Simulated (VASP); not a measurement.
Wanted: the native input for a VASP 6.6.1 run.

```
Task                   : relaxation of cell and atoms
Functional             : PBE
Potentials or basis    : VASP PAW PBE potentials, release 64 (Ag)
Cutoff                 : 600 eV
k mesh                 : 18 × 18 × 10
Occupations            : gaussian, width 0.1 eV
Spin                   : no spin polarisation
Target pressure        : 50 GPa
Dipole correction      : no
Further INCAR settings : ALGO = Fast; EDIFF = 1e-07; IBRION = 2; EDIFFG = -0.008; NSW = 70; ISIF = 3
```

The structure of Ag lies in POSCAR:

```
Ag
1.0
    2.6999354188      0.0000000000      0.0000000000
   -1.3499677094      2.3382126612      0.0000000000
    0.0000000000      0.0000000000      4.4142619883
Ag
2
Direct
    0.3333333333      0.6666666667      0.2500000000
    0.6666666667      0.3333333333      0.7500000000
```

This isn't the form of Ag at room conditions, which is fcc.

The input as run:

INCAR

```
ALGO = Fast ; EDIFF = 1E-7
EDIFFG = -0.008 ; ENCUT = 600
GGA = PE ; IBRION = 2
ISIF = 3 ; ISMEAR = 0
LASPH = True ; LCHARG = False
LREAL = False ; LWAVE = False
NELM = 60 ; NSW = 70
PREC = Accurate ; PSTRESS = 500.0
SIGMA = 0.1
```

KPOINTS

```
k-points
0
Gamma
  18 18 10
```

Potentials or basis: VASP PAW PBE potentials, release 64 (Ag).

Command:

```bash
$ cat potpaw_PBE.64/Ag/POTCAR > POTCAR
$ mpirun -np 1 vasp_std > vasp.out
```

It gave:

* Relaxed volume: 13.74 Å³/atom
* Relaxed cell: a = 2.687 Å, b = 2.687 Å, c = 4.393 Å, α = 90.00°, β = 90.00°, γ = 120.00°
* Space group after relaxing (to 0.1 Å): P6_3/mmc (No. 194)
* Energy change on relaxing (the run minimises the enthalpy): +58.6 meV/atom
* Ionic steps: 4
* Pressure after relaxing: 50.0 GPa
* Band gap on the k mesh: zero (bands 11 and 12 overlap by 8.55 eV)

Caveat: the cell is relaxed towards a set pressure, so the run minimises the enthalpy, not the energy.

It took 3.3 min on 1 thread of AMD EPYC 9R45 96-Core Processor (Zen 5) (shared host), peak memory 0.21 GiB.
